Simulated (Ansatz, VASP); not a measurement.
# Fe: VASP beside Ansatz

The input INCAR:

```
SYSTEM = Fe
  PREC = Accurate
  ENCUT = 520
  EDIFF = 1E-6
  ISMEAR = -1
  SIGMA = 0.003
  LREAL = .False.
  LASPH = .True.
  NELM = 150
  ALGO = Normal
  ISIF = 2
  LWAVE = .False.
  LCHARG = .True.
  ISPIN = 2
  MAGMOM = 4
  LORBIT = 11
  LMAXMIX = 4
  GGA = PS
  LELF = .True.
  LVHAR = .True.
  NBANDS = 14
```

KPOINTS

```
regular mesh
0
Gamma
  14 14 14
  0 0 0
```

File POSCAR:

```
Fe
1.0
   -1.4665000000      1.4665000000      1.4665000000
    1.4665000000     -1.4665000000      1.4665000000
    1.4665000000      1.4665000000     -1.4665000000
Fe
1
Direct
    0.0000000000      0.0000000000      0.0000000000
```

Input for Ansatz:

```yaml
crystal:
  lattice:
    - [-1.4665, 1.4665, 1.4665]
    - [1.4665, -1.4665, 1.4665]
    - [1.4665, 1.4665, -1.4665]
  atoms:
    - { symbol: Fe, position: [0.0, 0.0, 0.0], spin: 4.0 }
magnetization:
  spin_polarized: true
hamiltonian:
  xc: pbesol
  pseudopotentials: { kind: paw }
basis:
  ecutwfc: 420
kpoints:
  mp_grid: { grid: [14, 14, 14] }
scf:
  occupations: { method: fermi_dirac, width: 0.003 }
  lower_state_search: "off"
  algorithm: density_mixing
  max_iter: 60
  mixing: {}
output:
  forces: true
  stress: true
```

Alike in both runs: task single point; functional PBEsol; k mesh 14 × 14 × 14; occupations fermi-dirac, width 0.003 eV; collinear spin.

|  | VASP | Ansatz |
| --- | --- | --- |
| version | VASP 6.6.1 | Ansatz 0.2.0 |
| potentials or method | VASP PAW PBE potentials, release 64 (Fe), cutoff 520 eV | PAW, plane waves, scalar-relativistic |
| valence electrons in the cell | 8 | 16 |

```tsv
	VASP	Ansatz	Ansatz less VASP
pressure (GPa)	-20.3	-21.1	-0.84
net moment per atom (μB)	2.50	2.46	-0.035
size of the moment on the site where the two differ most (μB)	2.50	2.51	+0.009
```

VASP's potentials were made for PBE, not for PBEsol. Site moments also hang on the region over which each program counts them. VASP's potentials hold 8 valence electrons a cell and Ansatz's 16, so a difference there can come from the potentials and not from the codes.
